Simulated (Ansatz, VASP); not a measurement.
**Two plane-wave programs on KCaInWO6**

```
CELL_PARAMETERS angstrom
0.00000 4.02351 4.02351
4.02351 0.00000 4.02351
4.02351 4.02351 0.00000
ATOMIC_POSITIONS crystal
K 0.75000 0.75000 0.75000
Ca 0.25000 0.25000 0.25000
In 0.00000 0.00000 0.00000
W 0.50000 0.50000 0.50000
O 0.73707 0.26293 0.26293
O 0.26293 0.73707 0.73707
O 0.73707 0.73707 0.26293
O 0.26293 0.26293 0.73707
O 0.26293 0.73707 0.26293
O 0.73707 0.26293 0.73707
```

Alike in both runs: task single point; functional PBEsol; k mesh 6 × 6 × 6; occupations gaussian, width 0.05 eV; no spin polarisation.

```csv
,VASP,Ansatz
version,VASP 6.6.1,Ansatz 0.2.0
potentials or method,"VASP PAW PBE potentials, release 64 (K_sv, Ca_sv, In_d, W_sv, O), cutoff 520 eV","scalar-relativistic, plane waves, PAW"
valence electrons in the cell,82,82
```

```csv
,VASP,Ansatz,Ansatz less VASP
gap on the k mesh at the Fermi level (eV),3.12,3.13,+0.013
least direct gap on the mesh (eV),3.18,3.19,+0.010
pressure (GPa),1.0,0.0,-1.05
rms of the force components (eV/Å),0.070,0.000,-0.0695
```

VASP's potentials were made for PBE, not for PBEsol. Atom by atom the forces differ by 0.070 eV/Å (rms over components). The functional is the same, so the differences come from potentials, cutoffs and numerics.

Neither program's run includes spin-orbit coupling.
